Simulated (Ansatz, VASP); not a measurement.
## BN in VASP and in Ansatz

Contents of INCAR:

```
PREC     = Accurate       # precision mode
ENCUT    = 600            # plane-wave cutoff, eV
EDIFF    = 1E-6           # SCF threshold, eV
ISMEAR   = -1             # smearing method
SIGMA    = 0.05           # smearing width, eV
LREAL    = F              # projectors in reciprocal space
LASPH    = T              # aspherical terms in the spheres
NELM     = 120            # most SCF steps
ALGO     = Normal         # electronic algorithm
ISIF     = 2              # what is computed and relaxed
LWAVE    = F              # write WAVECAR
LCHARG   = F              # write CHGCAR
NBANDS   = 11             # bands
GGA_COMPAT= F
```

The input KPOINTS:

```
regular mesh
0
Gamma
  15 15 15
```

POSCAR

```
BN
1.0
    0.0000000000      1.7297045237      1.7297045237
    1.7297045237      0.0000000000      1.7297045237
    1.7297045237      1.7297045237      0.0000000000
B N
1 1
Direct
    0.0000000000      0.0000000000      0.0000000000
    0.5000000000      0.5000000000      0.5000000000
```

Input for Ansatz:

```yaml
crystal:
  lattice:
    - [0.0, 1.7297045237, 1.7297045237]
    - [1.7297045237, 0.0, 1.7297045237]
    - [1.7297045237, 1.7297045237, 0.0]
  atoms:
    - { symbol: B, position: [0.0, 0.0, 0.0] }
    - { symbol: "N", position: [0.5, 0.5, 0.5] }
kpoints:
  mp_grid: { grid: [15, 15, 15] }
scf:
  occupations: { method: fermi_dirac, width: 0.05 }
hamiltonian:
  xc: lda
  pseudopotentials: { kind: all_electron, datasets: crystal }
output:
  forces: true
  stress: true
  eigenvalues: true
```

Change from the starting cell: volume scaled by 1, crystal datasets.

Alike in both runs: task single point; functional LDA; k mesh 15 × 15 × 15; occupations fermi-dirac, width 0.05 eV; no spin polarisation.

```csv
,VASP,Ansatz
version,VASP 6.6.1,Ansatz 0.2.0
potentials or method,"VASP PAW LDA potentials, release 64 (B, N), cutoff 600 eV","all-electron PAW with datasets made for the crystal, scalar-relativistic"
```

VASP gave:

| Quantity | Value |
| --- | --- |
| pressure (GPa) | 0.7 |

**Question.** Estimate Ansatz's values.

**Answer.** Pressure (GPa): 0.2.

LDA's correlation is that of Perdew and Zunger in VASP and of Perdew and Wang (1992) in Ansatz. Ansatz ran all-electron here, and VASP with PAW potentials.
